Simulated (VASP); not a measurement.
# RbCl (Fm-3m) in VASP: a series of runs, part 2 of 2

VASP 6.6.1. Earlier steps stand in the parts before.

**4. Single point, PBE (volume scaled by 1.06)**

File INCAR:

```
SYSTEM = RbCl
  PREC = Accurate
  ENCUT = 500
  EDIFF = 1E-6
  ISMEAR = 0
  SIGMA = 0.02
  LREAL = .False.
  LASPH = .True.
  NELM = 120
  ALGO = Normal
  ISIF = 2
  LWAVE = .False.
  LCHARG = .True.
  GGA = PE
  LELF = .True.
  LVHAR = .True.
  NBANDS = 15
  GGA_COMPAT = .False.
```

File KPOINTS:

```
Automatic mesh
0
Gamma
  6 6 6
  0 0 0
```

File POSCAR:

```
RbCl
1.0
    0.0000000000      3.4148118228      3.4148118228
    3.4148118228      0.0000000000      3.4148118228
    3.4148118228      3.4148118228      0.0000000000
Rb Cl
1 1
Direct
    0.0000000000      0.0000000000      0.0000000000
    0.5000000000      0.5000000000      0.5000000000
```

Potentials or basis: VASP PAW PBE potentials, release 64 (Rb_sv, Cl).

Run with:

```bash
cat potpaw_PBE.64/Rb_sv/POTCAR potpaw_PBE.64/Cl/POTCAR > POTCAR
mpirun -np 1 vasp_std > vasp.out
```

OUTCAR:

```text
SYSTEM = RbCl
   PREC = Accurate
   ENCUT = 500
   EDIFF = 1E-6
   ISMEAR = 0
   LREAL = .False.
   LASPH = .True.
   NELM = 120
   ISIF = 2
   GGA = PE

 ion  position               nearest neighbor table
   1  0.000  0.000  0.000-   2 3.41   2 3.41   2 3.41   2 3.41   2 3.41   2 3.41
   2  0.500  0.500  0.500-   1 3.41   1 3.41   1 3.41   1 3.41   1 3.41   1 3.41

  LATTYP: Found a face centered cubic cell.
 ALAT       =     6.8296236456

  Lattice vectors:

 A1 = (   0.0000000000,   3.4148118228,   3.4148118228)
 A2 = (   3.4148118228,   0.0000000000,   3.4148118228)
 A3 = (   3.4148118228,   3.4148118228,   0.0000000000)

Analysis of symmetry for initial positions (statically):
=====================================================================
 Subroutine PRICEL returns:
 Original cell was already a primitive cell.

 Routine SETGRP: Setting up the symmetry group for a
 face centered cubic supercell.

 Subroutine GETGRP returns: Found 48 space group operations
 (whereof 48 operations were pure point group operations)
 out of a pool of 48 trial point group operations.

The static configuration has the point symmetry O_h .

Analysis of symmetry for dynamics (positions and initial velocities):
=====================================================================
 Subroutine PRICEL returns:
 Original cell was already a primitive cell.

 Routine SETGRP: Setting up the symmetry group for a
 face centered cubic supercell.

 Subroutine GETGRP returns: Found 48 space group operations
 (whereof 48 operations were pure point group operations)
 out of a pool of 48 trial point group operations.

The dynamic configuration has the point symmetry O_h .

 Subroutine INISYM returns: Found 48 space group operations
 (whereof 48 operations are pure point group operations),
 and found     1 'primitive' translations

----------------------------------------------------------------------------------------

                                     Primitive cell

  volume of cell :      79.6398

  direct lattice vectors                    reciprocal lattice vectors
     0.000000000  3.414811823  3.414811823    -0.146420953  0.146420953  0.146420953
     3.414811823  0.000000000  3.414811823     0.146420953 -0.146420953  0.146420953
     3.414811823  3.414811823  0.000000000     0.146420953  0.146420953 -0.146420953

  length of vectors
     4.829273193  4.829273193  4.829273193     0.253608529  0.253608529  0.253608529

  position of ions in fractional coordinates (direct lattice)
     0.000000000  0.000000000  0.000000000
     0.500000000  0.500000000  0.500000000

  ion indices of the primitive-cell ions
   primitive index   ion index
                 1           1
                 2           2

----------------------------------------------------------------------------------------

 KPOINTS: Automatic mesh

Automatic generation of k-mesh.
 Grid dimensions read from file:
 generate k-points for:    6    6    6

 Generating k-lattice:

  Cartesian coordinates                     Fractional coordinates (reciprocal lattice)
    -0.024403492  0.024403492  0.024403492     0.166666667  0.000000000  0.000000000
     0.024403492 -0.024403492  0.024403492     0.000000000  0.166666667  0.000000000
     0.024403492  0.024403492 -0.024403492     0.000000000  0.000000000  0.166666667

  Length of vectors
     0.042268088  0.042268088  0.042268088

  Shift w.r.t. Gamma in fractional coordinates (k-lattice)
[... 28 lines left out ...]
   dimension x,y,z NGX =    36 NGY =   36 NGZ =   36
   dimension x,y,z NGXF=    72 NGYF=   72 NGZF=   72
   ions per type =               1   1
   NGX,Y,Z   is equivalent  to a cutoff of  12.39, 12.39, 12.39 a.u.
   NGXF,Y,Z  is equivalent  to a cutoff of  24.79, 24.79, 24.79 a.u.
 SYSTEM =  RbCl
   PREC   = accura    normal or accurate (medium, high low for compatibility)
   ISTART =      0    job   : 0-new  1-cont  2-samecut
   ICHARG =      2    charge: 1-file 2-atom 10-const
   ISPIN  =      1    spin polarized calculation?
   LNONCOLLINEAR =      F non collinear calculations
   LSORBIT =      F    spin-orbit coupling
   LASPH  =      T    aspherical Exc in radial PAW
   ENCUT  =  500.0 eV  36.75 Ry    6.06 a.u.   8.80  8.80  8.80*2*pi/ulx,y,z
   NELM   =    120;   NELMIN=  2; NELMDL= -5     # of ELM steps
   EDIFF  = 0.1E-05   stopping-criterion for ELM
   LREAL  =      F    real-space projection
   EDIFFG = 0.1E-04   stopping-criterion for IOM
   NSW    =      0    number of steps for IOM
   IBRION =     -1    ionic relax: 0-MD 1-quasi-New 2-CG
   NFREE  =      0    steps in history (QN), initial steepest desc. (CG)
   ISIF   =      2    stress and relaxation
   ISYM   =      2    0-nonsym 1-usesym 2-fastsym
   POTIM  = 0.5000    time-step for ionic-motion
   TEBEG  =    0.0;   TEEND  =   0.0 temperature during run
   PSTRESS=    0.0 pullay stress
   NELECT =      16.0000    total number of electrons
   NUPDOWN=      -1.0000    fix difference up-down
   EMIN   =  10.00;   EMAX   =-10.00  energy-range for DOS
   EFERMI =   0.00;   METHOD = LEGACY
   ISMEAR =     0;   SIGMA  =   0.02  broadening in eV -4-tet -1-fermi 0-gaus
   EFERMI_NEDOS =   21; number of points for ismear=-14 and -15
   IALGO  =     38    algorithm
   IMIX   =      4    mixing-type and parameters
     AMIX     =   0.40;   BMIX     =  1.00
     AMIX_MAG =   1.60;   BMIX_MAG =  1.00
  volume/ion in A,a.u.               =      39.82       268.72
  Fermi-wavevector in a.u.,A,eV,Ry     =   0.958822  1.811911 12.508378  0.919340
  Thomas-Fermi vector in A             =   2.087964
   LORBIT       =      0    0 simple, 1 ext, 2 COOP (PROOUT), +10 PAW based schemes
   GGA     = PE    functional components
   LHFCALC =     F    Hartree Fock is set to
   AEXX    =    0.0000 exact exchange contribution
   IVDW    =     0    specifies the selected vdW correction
   LEPSILON=     F    determine dielectric tensor
   LRPA    =     F    only Hartree local field effects (RPA)
 non-spin polarized calculation
 Gauss-broadening in eV      SIGMA  =   0.02
  energy-cutoff  :      500.00
  volume of cell :       79.64
 maximum number of plane-waves:      2085
   NGX = 17   NGY = 17   NGZ = 17

 number of electron      15.9999999 magnetization

 Free energy of the ion-electron system (eV)
  ---------------------------------------------------
  ext. energy  EPLUGINS =         0.00000000
  ---------------------------------------------------
  free energy    TOTEN  =        -6.66604600 eV

  energy without entropy =       -6.66604600  energy(sigma->0) =       -6.66604600

 E-fermi :  -2.1219     XC(G=0):  -6.9161

 val. band max:       -2.2574313950   @ k =   0.0000   0.0000   0.0000
 cond. band min:       2.4036634937   @ k =   0.0000   0.0000   0.0000
 fundamental gap:      4.6610948887
 Fermi energy:        -2.1219125424

 k-point     1 :       0.0000    0.0000    0.0000
  band No.  band energies     occupation
      1     -26.4591      2.00000
      2     -14.1661      2.00000
      3     -10.5075      2.00000
      4     -10.5075      2.00000
      5     -10.5075      2.00000
      6      -2.2574      2.00000
      7      -2.2574      2.00000
      8      -2.2574      2.00000
      9       2.4037      0.00000
     10       5.6390      0.00000
     11       5.6390      0.00000
     12       5.6390      0.00000
     13       6.5537      0.00000
     14       6.5537      0.00000
[... 257 lines left out ...]
      2     -14.1433      2.00000
      3     -10.6493      2.00000
      4     -10.5987      2.00000
      5     -10.5221      2.00000
      6      -2.5482      2.00000
      7      -2.5380      2.00000
      8      -2.4323      2.00000
      9       4.5898      0.00000
     10       5.9623      0.00000
     11       6.0077      0.00000
     12       7.0769      0.00000
     13       8.1646      0.00000
     14       8.9668      0.00000
     15       9.3359      0.00000

------------------------ aborting loop because EDIFF is reached ----------------------------------------

  FORCE on cell =-STRESS in cart. coord.  units (eV):
  Direction    XX          YY          ZZ          XY          YZ          ZX
  --------------------------------------------------------------------------------------
  -------------------------------------------------------------------------------------
  Total       -0.3588468     -0.3588468     -0.3588468     -0.0000000     -0.0000000     -0.0000000
  in kB       -7.2192043     -7.2192043     -7.2192043     -0.0000000     -0.0000000     -0.0000000
  external PRESSURE =      -7.2192043 kB  Pullay stress =       0.0000000 kB

 VOLUME and BASIS-vectors are now :
 -----------------------------------------------------------------------------
  energy-cutoff  :      500.00
  volume of cell :       79.64
      direct lattice vectors                 reciprocal lattice vectors
     0.000000000  3.414811823  3.414811823    -0.146420953  0.146420953  0.146420953
     3.414811823  0.000000000  3.414811823     0.146420953 -0.146420953  0.146420953
     3.414811823  3.414811823  0.000000000     0.146420953  0.146420953 -0.146420953

 POSITION                                       TOTAL-FORCE (eV/Angst)
 -----------------------------------------------------------------------------------
      0.00000      0.00000      0.00000        -0.000000     -0.000000     -0.000000
      3.41481      3.41481      3.41481         0.000000      0.000000      0.000000
 -----------------------------------------------------------------------------------
    total drift:                                0.000000      0.000000      0.000000

  FREE ENERGIE OF THE ION-ELECTRON SYSTEM (eV)
  ---------------------------------------------------
  free  energy   TOTEN  =        -6.6660460007 eV

  energy  without entropy=       -6.6660460007  energy(sigma->0) =       -6.66604600
```

stdout:

```text
POSCAR found type information on POSCAR RbCl
 POSCAR found :  2 types and       2 ions
 scaLAPACK will be used
 LDA part: xc-table for (Slater+PW92), standard interpolation
 POSCAR, INCAR and KPOINTS ok, starting setup
 FFT: planning ... GRIDC
 FFT: planning ... GRID_SOFT
 FFT: planning ... GRID
 WAVECAR not read
 entering main loop
```

Run time: 32 s. Hardware: 1 thread of Intel Xeon 8259CL, shared host; peak memory 0.21 GiB.

Results:

```yaml
Free_energy: -6.6660 eV
Pressure: -0.7 GPa
Band_gap_on_the_k_mesh: 4.66 eV, direct
```

Levels at points of the mesh, in eV from the valence-band top:
```tsv
k point	band 6	band 7	band 8	band 9	band 10	band 11
(0.00, 0.00, 0.00)	0.00	0.00	0.00	4.66	7.90	7.90
(0.50, 0.00, 0.00)	-0.71	-0.25	-0.25	7.37	7.56	9.74
(0.50, 0.50, 0.00)	-0.32	-0.11	-0.11	6.26	7.57	9.10
```

**5. Single point, PBE (volume scaled by 1.10)**

File INCAR:

```
ALGO     = Normal         # electronic algorithm
EDIFF    = 1E-6           # SCF threshold, eV
ENCUT    = 500            # plane-wave cutoff, eV
GGA      = PE             # functional
GGA_COMPAT= F            
ISIF     = 2              # what is computed and relaxed
ISMEAR   = 0              # smearing method
LASPH    = T              # aspherical terms in the spheres
LCHARG   = T              # write CHGCAR
LELF     = T              # ELF
LREAL    = F              # projectors in reciprocal space
LVHAR    = T            
LWAVE    = F              # write WAVECAR
NBANDS   = 15             # bands
NELM     = 120            # most SCF steps
PREC     = Accurate       # precision mode
SIGMA    = 0.02           # smearing width, eV
```

File KPOINTS:

```
k-points
0
Gamma
  6 6 6
```

File POSCAR:

```
RbCl
1.0
    0.0000000000      3.4572361834      3.4572361834
    3.4572361834      0.0000000000      3.4572361834
    3.4572361834      3.4572361834      0.0000000000
Rb Cl
1 1
Direct
    0.0000000000      0.0000000000      0.0000000000
    0.5000000000      0.5000000000      0.5000000000
```

Run with:

```bash
cat potpaw_PBE.64/Rb_sv/POTCAR potpaw_PBE.64/Cl/POTCAR > POTCAR
mpirun -np 1 vasp_std > vasp.out
```

Wall time 36 s (1 thread of Intel Xeon 8259CL, shared host); peak memory 0.21 GiB.

It converged, with:

```yaml
Free_energy: -6.6496 eV
Pressure: -1.1 GPa
Band_gap_on_the_k_mesh: 4.56 eV, direct
```

Levels at points of the mesh, in eV from the valence-band top:
```csv
k point,band 4,band 5,band 6,band 7,band 8,band 9,band 10,band 11,band 12,band 13
"(0.00, 0.00, 0.00)",-8.35,-8.35,0.00,0.00,0.00,4.56,7.85,7.85,7.85,8.75
"(0.50, 0.00, 0.00)",-8.36,-8.35,-0.67,-0.23,-0.23,7.24,7.41,9.60,9.60,10.81
"(0.50, 0.50, 0.00)",-8.41,-8.41,-0.32,-0.10,-0.10,6.26,7.41,8.90,9.71,9.72
```

**6. The runs side by side**

```csv
cell,gap on the mesh (eV),pressure (GPa)
"a = 4.736 Å, angles 60.0°, 2 atoms",4.83,0.0
"a = 4.783 Å, angles 60.0°, 2 atoms",4.74,-0.4
"a = 4.829 Å, angles 60.0°, 2 atoms",4.66,-0.7
"a = 4.889 Å, angles 60.0°, 2 atoms",4.56,-1.1
```

Alike in all rows: task single point; level PBE; potentials or basis VASP PAW PBE potentials, release 64 (Rb_sv, Cl); no spin polarisation; k mesh 6 × 6 × 6; cutoff (eV) 500; smearing gaussian 0.02 eV.

Absolute energies hang on the potentials; compare differences alone.
